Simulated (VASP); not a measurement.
# Si (Fmmm) in VASP: further runs, part 2 of 2

VASP 6.6.1. The steps go on from the part before.

### 4 Single point, r2SCAN

Input file POSCAR:

```
Si
1.0
    0.0000000000      2.6598984800      4.6432435400
    2.4222677700      0.0000000000      4.6432435400
    2.4222677700      2.6598984800      0.0000000000
Si
4
Direct
    0.7273942800      0.2726057200      0.7273942800
    0.2726057200      0.7273942800      0.2726057200
    0.7797693000      0.7797693000      0.2202307000
    0.2202307000      0.2202307000      0.7797693000
```

Input file INCAR.step1:

```
SYSTEM = Si
ALGO = Normal ; EDIFF = 1E-4
ENCUT = 520 ; GGA = PE
ISMEAR = 1 ; LASPH = .True.
LCHARG = .False. ; LREAL = .False.
LWAVE = .True. ; NBANDS = 16
NELM = 100 ; PREC = Accurate
SIGMA = 0.1
```

Input file INCAR.step2:

```
SYSTEM = Si
ALGO = Normal ; EDIFF = 1E-6
ENCUT = 520 ; ISIF = 2
ISMEAR = 1 ; ISTART = 1
LASPH = .True. ; LCHARG = .False.
LMIXTAU = .True. ; LREAL = .False.
LWAVE = .False. ; METAGGA = R2SCAN
NBANDS = 16 ; NELM = 100
PREC = Accurate ; SIGMA = 0.1
```

Input file KPOINTS:

```
k-points
0
Gamma
  8 8 8
  0 0 0
```

Started as:

```bash
> cat potpaw_PBE.64/Si/POTCAR > POTCAR
> cp INCAR.step1 INCAR
> mpirun -np 1 vasp_std > vasp.out
> cp INCAR.step2 INCAR
> mpirun -np 1 vasp_std > vasp.out
```

It took 7.6 min on 1 thread of Intel Xeon 8259CL, shared host; peak memory 0.24 GiB.

Results (log left out):

```
Free energy            : -33.3144 eV
Pressure               : 2.5 GPa
Largest force          : 0.074 eV/Å
Band gap on the k mesh : zero (bands 8 and 9 overlap by 3.95 eV)
```

Forces on the atoms (eV/Å):
```
Si   0.000  0.058  0.000
Si   0.000 -0.058  0.000
Si   0.000  0.000 -0.074
Si   0.000  0.000  0.074
```

Stress tensor (GPa, compression positive):
```
2.60 0.00 0.00
0.00 3.19 0.00
0.00 0.00 1.58
```

Levels at points of the mesh, in eV from the Fermi level:
| k point | band 6 | band 7 | band 8 | band 9 | band 10 | band 11 |
| --- | --- | --- | --- | --- | --- | --- |
| (0.00, 0.00, 0.00) | -2.45 | -2.07 | -1.84 | -1.29 | 1.50 | 2.11 |
| (0.50, 0.00, 0.00) | -1.45 | -1.36 | 0.28 | 0.39 | 0.54 | 3.40 |
| (0.50, 0.50, 0.00) | -2.60 | 0.00 | 1.07 | 1.91 | 3.00 | 3.31 |
| (0.50, 0.00, 0.50) | -5.46 | -3.12 | -2.66 | -2.15 | -1.82 | 5.57 |
| (0.00, 0.50, 0.50) | -6.84 | -2.71 | -2.24 | -1.74 | 1.56 | 4.89 |

Caveat: the PAW data sets were made with another functional, which shifts forces and pressure a little.

### 5 Single point, r2SCAN

POSCAR is that of step 4.

Input file INCAR.step1:

```
PREC = Accurate
ENCUT = 520
ISMEAR = 1
SIGMA = 0.05
LREAL = False
LASPH = True
NELM = 100
NBANDS = 16
GGA = PE
ALGO = Normal
EDIFF = 1E-4
LWAVE = True
LCHARG = False
```

Input file INCAR.step2:

```
PREC = Accurate
ENCUT = 520
EDIFF = 1E-7
ISMEAR = 1
SIGMA = 0.05
LREAL = False
LASPH = True
NELM = 100
ALGO = Normal
ISIF = 2
LWAVE = False
LCHARG = True
METAGGA = R2SCAN
LMIXTAU = True
LELF = True
LVHAR = True
NBANDS = 16
ISTART = 1
```

Input file KPOINTS:

```
regular mesh
0
Gamma
  8 8 8
```

Potentials or basis: VASP PAW PBE potentials, release 64 (Si).

Started as:

```bash
> cat potpaw_PBE.64/Si/POTCAR > POTCAR
> cp INCAR.step1 INCAR
> mpirun -np 1 vasp_std > vasp.out
> cp INCAR.step2 INCAR
> mpirun -np 1 vasp_std > vasp.out
```

OUTCAR:

```text
PREC = Accurate
   ENCUT = 520
   EDIFF = 1E-7
   ISMEAR = 1
   LREAL = False
   LASPH = True
   NELM = 100
   ISIF = 2
   METAGGA = R2SCAN
   ISTART = 1

 ion  position               nearest neighbor table
   1  0.727  0.273  0.727-   2 2.42   2 2.43   2 2.43   3 2.51   4 2.51   3 2.87   4 2.87   2 2.90

   2  0.273  0.727  0.273-   1 2.42   1 2.43   1 2.43   3 2.51   4 2.51   4 2.87   3 2.87   1 2.90

[... 660 lines left out ...]
  FORCE on cell =-STRESS in cart. coord.  units (eV):
  Direction    XX          YY          ZZ          XY          YZ          ZX
  --------------------------------------------------------------------------------------
  -------------------------------------------------------------------------------------
  Total        1.0298169      1.2482118      0.4841982      0.0000000      0.0000000      0.0000000
  in kB       27.5760416     33.4241364     12.9656741      0.0000000      0.0000000      0.0000000
  external PRESSURE =      24.6552840 kB  Pullay stress =       0.0000000 kB

 VOLUME and BASIS-vectors are now :
 -----------------------------------------------------------------------------
  energy-cutoff  :      520.00
  volume of cell :       59.83
      direct lattice vectors                 reciprocal lattice vectors
     0.000000000  2.659898480  4.643243540    -0.206418137  0.187977099  0.107683346
     2.422267770  0.000000000  4.643243540     0.206418137 -0.187977099  0.107683346
     2.422267770  2.659898480  0.000000000     0.206418137  0.187977099 -0.107683346

 POSITION                                       TOTAL-FORCE (eV/Angst)
 -----------------------------------------------------------------------------------
      2.42227      3.86959      4.64324         0.000000      0.056882      0.000000
      2.42227      1.45021      4.64324         0.000000     -0.056882      0.000000
      2.42227      2.65990      7.24132         0.000000      0.000000     -0.073767
      2.42227      2.65990      2.04517         0.000000      0.000000      0.073767
 -----------------------------------------------------------------------------------
    total drift:                               -0.000000      0.000000     -0.000000

  FREE ENERGIE OF THE ION-ELECTRON SYSTEM (eV)
  ---------------------------------------------------
  free  energy   TOTEN  =       -33.3145698704 eV

  energy  without entropy=      -33.3146876296  energy(sigma->0) =      -33.31460912
```

OUTCAR.step1:

```text
PREC = Accurate
   ENCUT = 520
   ISMEAR = 1
   LREAL = False
   LASPH = True
[... 688 lines left out ...]
      2.42227      3.86959      4.64324         0.000000      0.028375      0.000000
      2.42227      1.45021      4.64324         0.000000     -0.028375      0.000000
      2.42227      2.65990      7.24132         0.000000      0.000000     -0.113645
      2.42227      2.65990      2.04517         0.000000      0.000000      0.113645
 -----------------------------------------------------------------------------------
    total drift:                               -0.000000      0.000000     -0.000000

  FREE ENERGIE OF THE ION-ELECTRON SYSTEM (eV)
  ---------------------------------------------------
  free  energy   TOTEN  =       -20.4707404852 eV

  energy  without entropy=      -20.4710092536  energy(sigma->0) =      -20.47083007
```

OSZICAR.step1:

```text
N       E                     dE             d eps       ncg     rms          rms(c)
DAV:   1     0.195867489527E+02    0.19587E+02   -0.61186E+03  3040   0.843E+02
DAV:   2    -0.192715394189E+02   -0.38858E+02   -0.35708E+02  4024   0.121E+02
DAV:   3    -0.205122090660E+02   -0.12407E+01   -0.12237E+01  4232   0.188E+01
DAV:   4    -0.205200795566E+02   -0.78705E-02   -0.78678E-02  3688   0.197E+00
DAV:   5    -0.205201395333E+02   -0.59977E-04   -0.59972E-04  4168   0.151E-01    0.602E+00
DAV:   6    -0.204848739242E+02    0.35266E-01   -0.23897E-02  3968   0.100E+00    0.355E+00
DAV:   7    -0.204708915152E+02    0.13982E-01   -0.22389E-02  3920   0.855E-01    0.302E-01
DAV:   8    -0.204707718992E+02    0.11962E-03   -0.15089E-03  3912   0.232E-01    0.212E-01
DAV:   9    -0.204707404852E+02    0.31414E-04   -0.16441E-04  2888   0.857E-02
   1 F= -.20470740E+02 E0= -.20470830E+02  d E =0.268768E-03
```

It took 11 min on 1 thread of Intel Xeon 8259CL, shared host; peak memory 0.24 GiB.

What came out:

```
Free energy            : -33.3146 eV
Pressure               : 2.5 GPa
Largest force          : 0.074 eV/Å
Band gap on the k mesh : zero (bands 8 and 9 overlap by 3.95 eV)
```

Forces on the atoms (eV/Å):
```
Si   0.000  0.057  0.000
Si   0.000 -0.057  0.000
Si   0.000  0.000 -0.074
Si   0.000  0.000  0.074
```

Caveat: the PAW data sets were made with another functional, which shifts forces and pressure a little.

### 6 Summary

| smearing | gap on the mesh (eV) | pressure (GPa) | largest force (eV/Å) |
| --- | --- | --- | --- |
| methfessel-paxton 0.3 eV | none | 2.5 | 0.08 |
| methfessel-paxton 0.2 eV | none | 2.5 | 0.08 |
| methfessel-paxton 0.1 eV | none | 2.5 | 0.07 |
| methfessel-paxton 0.05 eV | none | 2.5 | 0.07 |

Alike in all rows: task single point; level r2SCAN; potentials or basis VASP PAW PBE potentials, release 64 (Si); no spin polarisation; cell as given; k mesh 8 × 8 × 8; cutoff (eV) 520.

Caveats: the PAW data sets were made with another functional, which shifts forces and pressure a little; so wide a smearing shifts energies and pressures (at least some runs).

Total energies depend on the potentials used, so only differences within one code and one set of settings carry meaning.
